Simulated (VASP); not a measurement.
# TiB2 (P6/mmm) in VASP: settings compared, part 2 of 2

VASP 6.6.1.

**3. Relaxation of cell and atoms, r2SCAN**

POSCAR reads:

```
TiB2
1.0
    3.0292000000      0.0000000000      0.0000000000
   -1.5146000000      2.6233641500      0.0000000000
    0.0000000000      0.0000000000      3.2284000000
Ti B
1 2
Direct
    0.0000000000      0.0000000000      0.0000000000
    0.3333333300      0.6666666700      0.5000000000
    0.6666666700      0.3333333300      0.5000000000
```

INCAR.step1 reads:

```
PREC     = Accurate       # precision mode
ENCUT    = 550            # plane-wave cutoff, eV
ISMEAR   = -1             # smearing method
SIGMA    = 0.1            # smearing width, eV
LREAL    = False          # projectors in reciprocal space
LASPH    = True           # aspherical terms in the spheres
NELM     = 120            # most SCF steps
GGA      = PE             # functional
ALGO     = Normal         # electronic algorithm
EDIFF    = 1E-5           # SCF threshold, eV
LWAVE    = True           # write WAVECAR
LCHARG   = False          # write CHGCAR
GGA_COMPAT= False        
IBRION   = 2              # ionic algorithm
ISIF     = 3              # what is computed and relaxed
EDIFFG   = -0.005         # ionic threshold
NELMIN   = 4            
NSW      = 100            # ionic steps
```

INCAR.step2 reads:

```
PREC     = Accurate       # precision mode
ENCUT    = 550            # plane-wave cutoff, eV
EDIFF    = 1E-7           # SCF threshold, eV
ISMEAR   = -1             # smearing method
SIGMA    = 0.1            # smearing width, eV
LREAL    = False          # projectors in reciprocal space
LASPH    = True           # aspherical terms in the spheres
NELM     = 120            # most SCF steps
ALGO     = Normal         # electronic algorithm
ISIF     = 3              # what is computed and relaxed
LWAVE    = False          # write WAVECAR
LCHARG   = False          # write CHGCAR
METAGGA  = R2SCAN         # meta-GGA
LMIXTAU  = True         
IBRION   = 2              # ionic algorithm
NSW      = 80             # ionic steps
EDIFFG   = -0.01          # ionic threshold
ISTART   = 1            
GGA_COMPAT= False        
NELMIN   = 4
```

KPOINTS reads:

```
Automatic mesh
0
Gamma
  12 12 10
```

Potentials or basis: VASP PAW PBE potentials, release 64 (Ti_sv, B).

Launch:

```
> cat potpaw_PBE.64/Ti_sv/POTCAR potpaw_PBE.64/B/POTCAR > POTCAR
> cp INCAR.step1 INCAR
> mpirun -np 1 vasp_std > vasp.out
> cp INCAR.step2 INCAR
> mpirun -np 1 vasp_std > vasp.out
```

OUTCAR:

```text
PREC = Accurate
   ENCUT = 550
   EDIFF = 1E-7
   ISMEAR = -1
   LREAL = False
   LASPH = True
   NELM = 120
   ISIF = 3
   METAGGA = R2SCAN
   IBRION = 2
   NSW = 80
   EDIFFG = -0.01
   ISTART = 1
   NELMIN = 4

 ion  position               nearest neighbor table
   1  0.000  0.000  0.000-   2 2.38   3 2.38   2 2.38   3 2.38   2 2.38   2 2.38   3 2.38   3 2.38
                             3 2.38   3 2.38   2 2.38   2 2.38
   2  0.333  0.667  0.500-   3 1.75   3 1.75   3 1.75   1 2.38   1 2.38   1 2.38   1 2.38   1 2.38
                             1 2.38
   3  0.667  0.333  0.500-   2 1.75   2 1.75   2 1.75   1 2.38   1 2.38   1 2.38   1 2.38   1 2.38
                             1 2.38

  LATTYP: Found a hexagonal cell.
 ALAT       =     3.0292000000
 C/A-ratio  =     1.0657599366

  Lattice vectors:

 A1 = (   3.0292000000,   0.0000000000,   0.0000000000)
 A2 = (  -1.5146000000,   2.6233641500,   0.0000000000)
 A3 = (   0.0000000000,   0.0000000000,   3.2284000000)

Analysis of symmetry for initial positions (statically):
=====================================================================
 Subroutine PRICEL returns:
 Original cell was already a primitive cell.

 Routine SETGRP: Setting up the symmetry group for a
 hexagonal supercell.

 Subroutine GETGRP returns: Found 24 space group operations
 (whereof 24 operations were pure point group operations)
 out of a pool of 24 trial point group operations.

The static configuration has the point symmetry D_6h.

Analysis of symmetry for dynamics (positions and initial velocities):
=====================================================================
 Subroutine PRICEL returns:
 Original cell was already a primitive cell.

 Routine SETGRP: Setting up the symmetry group for a
 hexagonal supercell.

 Subroutine GETGRP returns: Found 24 space group operations
 (whereof 24 operations were pure point group operations)
 out of a pool of 24 trial point group operations.

The dynamic configuration has the point symmetry D_6h.

 Subroutine INISYM returns: Found 24 space group operations
 (whereof 24 operations are pure point group operations),
 and found     1 'primitive' translations

----------------------------------------------------------------------------------------

                                     Primitive cell

  volume of cell :      25.6551

  direct lattice vectors                    reciprocal lattice vectors
     3.029200000  0.000000000  0.000000000     0.330120164  0.190594966  0.000000000
    -1.514600000  2.623364150  0.000000000     0.000000000  0.381189931  0.000000000
     0.000000000  0.000000000  3.228400000     0.000000000  0.000000000  0.309750960

  length of vectors
     3.029200000  3.029199997  3.228400000     0.381189931  0.381189931  0.309750960

  position of ions in fractional coordinates (direct lattice)
     0.000000000  0.000000000  0.000000000
     0.333333330  0.666666670  0.500000000
     0.666666670  0.333333330  0.500000000

  ion indices of the primitive-cell ions
   primitive index   ion index
                 1           1
                 2           2
                 3           3

----------------------------------------------------------------------------------------

 KPOINTS: Automatic mesh

[... 56 lines left out ...]
   NGXF,Y,Z  is equivalent  to a cutoff of  26.34, 26.34, 28.84 a.u.
 SYSTEM =  unknown system
   PREC   = accura    normal or accurate (medium, high low for compatibility)
   ISTART =      1    job   : 0-new  1-cont  2-samecut
   ICHARG =      0    charge: 1-file 2-atom 10-const
   ISPIN  =      1    spin polarized calculation?
   LNONCOLLINEAR =      F non collinear calculations
   LSORBIT =      F    spin-orbit coupling
   LASPH  =      T    aspherical Exc in radial PAW
   ENCUT  =  550.0 eV  40.42 Ry    6.36 a.u.   5.79  5.79  6.17*2*pi/ulx,y,z
   NELM   =    120;   NELMIN=  4; NELMDL=  0     # of ELM steps
   EDIFF  = 0.1E-06   stopping-criterion for ELM
   LREAL  =      F    real-space projection
   EDIFFG = -.1E-01   stopping-criterion for IOM
   NSW    =     80    number of steps for IOM
   IBRION =      2    ionic relax: 0-MD 1-quasi-New 2-CG
   NFREE  =      1    steps in history (QN), initial steepest desc. (CG)
   ISIF   =      3    stress and relaxation
   ISYM   =      2    0-nonsym 1-usesym 2-fastsym
   POTIM  = 0.5000    time-step for ionic-motion
   TEBEG  =    0.0;   TEEND  =   0.0 temperature during run
   PSTRESS=    0.0 pullay stress
   NELECT =      18.0000    total number of electrons
   NUPDOWN=      -1.0000    fix difference up-down
   EMIN   =  10.00;   EMAX   =-10.00  energy-range for DOS
   EFERMI =   0.00;   METHOD = LEGACY
   ISMEAR =    -1;   SIGMA  =   0.10  broadening in eV -4-tet -1-fermi 0-gaus
   EFERMI_NEDOS =   21; number of points for ismear=-14 and -15
   IALGO  =     38    algorithm
   IMIX   =      4    mixing-type and parameters
     AMIX     =   0.40;   BMIX     =  1.00
     AMIX_MAG =   1.60;   BMIX_MAG =  1.00
  volume/ion in A,a.u.               =       8.55        57.71
  Fermi-wavevector in a.u.,A,eV,Ry     =   1.454703  2.748990 28.792122  2.116161
  Thomas-Fermi vector in A             =   2.571823
   LORBIT       =      0    0 simple, 1 ext, 2 COOP (PROOUT), +10 PAW based schemes
   METAGGA = R2SCAN    functional components
   LHFCALC =     F    Hartree Fock is set to
   AEXX    =    0.0000 exact exchange contribution
   IVDW    =     0    specifies the selected vdW correction
   LEPSILON=     F    determine dielectric tensor
   LRPA    =     F    only Hartree local field effects (RPA)
 conjugate gradient relaxation of ions
 non-spin polarized calculation
  energy-cutoff  :      550.00
  volume of cell :       25.66
 maximum number of plane-waves:       767
 NGX is ok and might be reduce to    24
   NGX = 11   NGY = 11   NGZ = 13

--------------------------------------- Ionic step        1  -------------------------------------------

 number of electron      18.0000002 magnetization

 Free energy of the ion-electron system (eV)
  ---------------------------------------------------
  ext. energy  EPLUGINS =         0.00000000
  ---------------------------------------------------
  free energy    TOTEN  =       -30.97988960 eV

  energy without entropy =      -30.96833220  energy(sigma->0) =      -30.97411090

------------------------ aborting loop because EDIFF is reached ----------------------------------------

  FORCE on cell =-STRESS in cart. coord.  units (eV):
  Direction    XX          YY          ZZ          XY          YZ          ZX
  --------------------------------------------------------------------------------------
  -------------------------------------------------------------------------------------
  Total       -0.0713814     -0.0713814     -0.0207274      0.0000000      0.0000000     -0.0000000
  in kB       -4.4578132     -4.4578132     -1.2944415      0.0000000      0.0000000     -0.0000000
  external PRESSURE =      -3.4033560 kB  Pullay stress =       0.0000000 kB
[... 61 lines left out ...]
--------------------------------------- Ionic step        3  -------------------------------------------

 number of electron      18.0000003 magnetization

 Free energy of the ion-electron system (eV)
  ---------------------------------------------------
  ext. energy  EPLUGINS =         0.00000000
  ---------------------------------------------------
  free energy    TOTEN  =       -30.97993277 eV

  energy without entropy =      -30.96840100  energy(sigma->0) =      -30.97416688

 E-fermi :  10.1621     XC(G=0): -13.7507

 val. band max:       10.1292272157   @ k =   0.0833   0.0833   0.3000
 cond. band min:      10.1796264056   @ k =   0.0833   0.0000   0.3000
 fundamental gap:      0.0503991900
 Fermi energy:        10.1620850131

 k-point     1 :       0.0000    0.0000    0.0000
  band No.  band energies     occupation
      1     -49.2351      2.00000
      2     -24.5498      2.00000
      3     -24.2209      2.00000
      4     -24.2209      2.00000
      5      -4.3328      2.00000
      6       7.3876      2.00000
      7       7.3876      2.00000
      8       7.5495      2.00000
      9       7.9659      2.00000
     10      12.1471      0.00000
     11      12.1471      0.00000
     12      14.0166      0.00000
     13      14.0166      0.00000
[... 354 lines left out ...]
  band No.  band energies     occupation
      1     -49.1905      2.00000
      2     -24.5404      2.00000
      3     -24.5116      2.00000
      4     -24.2920      2.00000
      5      -2.1224      2.00000
      6       2.9997      2.00000
      7       6.5995      2.00000
      8       6.7156      2.00000
      9       8.1535      2.00000
     10      11.7463      0.00000
     11      12.3591      0.00000
     12      13.0061      0.00000
     13      13.9736      0.00000

 [... further k-points ...]
[... 5 lines left out ...]
  --------------------------------------------------------------------------------------
  -------------------------------------------------------------------------------------
  Total       -0.0003250     -0.0003250      0.0106665      0.0000000     -0.0000000     -0.0000000
  in kB       -0.0203239     -0.0203239      0.6670083      0.0000000     -0.0000000     -0.0000000
  external PRESSURE =       0.2087868 kB  Pullay stress =       0.0000000 kB
[... 18 lines left out ...]
  FREE ENERGIE OF THE ION-ELECTRON SYSTEM (eV)
  ---------------------------------------------------
  free  energy   TOTEN  =       -30.9799327709 eV

  energy  without entropy=      -30.9684009981  energy(sigma->0) =      -30.97416688

 reached required accuracy - stopping structural energy minimisation
```

It took 4.6 min on 1 thread of Intel Xeon 6975P-C, shared host; peak memory 0.18 GiB.

Results:

```yaml
Free_energy: -30.9799 eV
Relaxed_volume: 8.54 Å³/atom
Relaxed_cell: a = 3.027 Å, b = 3.027 Å, c = 3.228 Å, α = 90.00°, β = 90.00°, γ = 120.00°
Space_group_after_relaxing_to_0.05_Å: P6/mmm (No. 191)
Energy_gained_by_relaxing: 0.0 meV/atom
Ionic_steps: 3
Pressure_after_relaxing: 0.0 GPa
Band_gap_on_the_k_mesh: zero (band 9 reaches 10.50 eV, above the bottom of band 10 at 9.88 eV)
```

Final structure:
```
Ti B
1.0
     3.02746    0.00000    0.00000
    -1.51373    2.62185    0.00000
     0.00000    0.00000    3.22786
Ti B
1 2
Direct
  0.00000 0.00000 0.00000
  0.33333 0.66667 0.50000
  0.66667 0.33333 0.50000
```

Caveat: the PAW data sets were made with another functional, which shifts forces and pressure a little.

**4. Relaxation of the atoms, r2SCAN**

This run uses another cell than the first one, of 8.35 Å³/atom, 0.976 times its volume.

POSCAR reads:

```
TiB2
1.0
    3.0045978400      0.0000000000      0.0000000000
   -1.5022989200      2.6020580600      0.0000000000
    0.0000000000      0.0000000000      3.2027037500
Ti B
1 2
Direct
    0.0000000000      0.0000000000      0.0000000000
    0.3333333300      0.6666666700      0.5000000000
    0.6666666700      0.3333333300      0.5000000000
```

INCAR.step1 reads:

```
SYSTEM = TiB2
PREC = Accurate
ENCUT = 500
ISMEAR = -1
SIGMA = 0.1
LREAL = .FALSE.
LASPH = .TRUE.
NELM = 120
GGA = PE
ALGO = Normal
EDIFF = 1E-5
LWAVE = .TRUE.
LCHARG = .FALSE.
GGA_COMPAT = .FALSE.
IBRION = 2
EDIFFG = -0.01
NELMIN = 4
NSW = 100
```

INCAR.step2 reads:

```
SYSTEM = TiB2
PREC = Accurate
ENCUT = 500
EDIFF = 1E-7
ISMEAR = -1
SIGMA = 0.1
LREAL = .FALSE.
LASPH = .TRUE.
NELM = 120
ALGO = Normal
ISIF = 2
LWAVE = .FALSE.
LCHARG = .FALSE.
METAGGA = R2SCAN
LMIXTAU = .TRUE.
IBRION = 2
NSW = 50
EDIFFG = -0.01
ISTART = 1
GGA_COMPAT = .FALSE.
NELMIN = 4
```

KPOINTS reads:

```
regular mesh
0
G
  13 13 10
  0 0 0
```

Launch:

```
> cat potpaw_PBE.64/Ti_sv/POTCAR potpaw_PBE.64/B/POTCAR > POTCAR
> cp INCAR.step1 INCAR
> mpirun -np 1 vasp_std > vasp.out
> cp INCAR.step2 INCAR
> mpirun -np 1 vasp_std > vasp.out
```

Run time: 48 s. Hardware: 1 thread of Intel Xeon 6975P-C (Granite Rapids), shared host; peak memory 0.17 GiB.

Results (log left out):

```
Free energy             : -30.9656 eV
Pressure after relaxing : 6.3 GPa
Band gap on the k mesh  : zero (band 9 reaches 10.76 eV, above the bottom of band 10 at 10.20 eV)
```

Stress tensor (GPa, compression positive):
```
6.68 0.00 0.00
0.00 6.68 0.00
0.00 0.00 5.46
```

Final structure:
```cif
data_structure
_symmetry_space_group_name_H-M 'P 1'
_symmetry_Int_Tables_number 1
_cell_length_a 3.0046
_cell_length_b 3.0046
_cell_length_c 3.2027
_cell_angle_alpha 90.000
_cell_angle_beta 90.000
_cell_angle_gamma 120.000
_cell_volume 25.04
loop_
_atom_site_label
_atom_site_type_symbol
_atom_site_fract_x
_atom_site_fract_y
_atom_site_fract_z
_atom_site_occupancy
Ti1 Ti 0.00000 0.00000 0.00000 1
B1 B 0.33333 0.66667 0.50000 1
B2 B 0.66667 0.33333 0.50000 1
```

Levels at points of the mesh, in eV from the Fermi level:
```tsv
k point	band 7	band 8	band 9	band 10	band 11	band 12
(0.00, 0.00, 0.00)	-2.84	-2.63	-2.27	2.04	2.04	3.96
(0.00, 0.00, 0.50)	-0.65	-0.65	-0.23	-0.23	0.47	0.47
```

Caveat: the relaxation stopped at its first step, so nothing moved; the PAW data sets were made with another functional, which shifts forces and pressure a little.

**5. Overview**

```tsv
task	level	potentials or basis	cell	k mesh	cutoff (eV)	gap on the mesh (eV)	pressure (GPa)	relaxed volume (Å³/atom)
relaxation of cell and atoms	LDA	VASP PAW LDA potentials, release 64 (Ti_sv, B)	relaxed from a = 3.029, b = 3.029, c = 3.228 Å, angles 90.0, 90.0, 120.0°, 3 atoms	12 × 12 × 10	500	none	0.2	8.19
relaxation of cell and atoms	r2SCAN	VASP PAW PBE potentials, release 64 (Ti_sv, B)	relaxed from a = 3.029, b = 3.029, c = 3.228 Å, angles 90.0, 90.0, 120.0°, 3 atoms	12 × 12 × 10	550	none	0.0	8.54
relaxation of the atoms	r2SCAN	VASP PAW PBE potentials, release 64 (Ti_sv, B)	atoms relaxed from a = 3.005, b = 3.005, c = 3.203 Å, angles 90.0, 90.0, 120.0°, 3 atoms	13 × 13 × 10	500	none	6.3	-
```

Alike in all rows: no spin polarisation; smearing fermi-dirac 0.1 eV.

Caveats: the PAW data sets were made with another functional, which shifts forces and pressure a little (some runs); the relaxation stopped at its first step, so nothing moved (some runs).

Absolute energies hang on the potentials; compare differences alone.
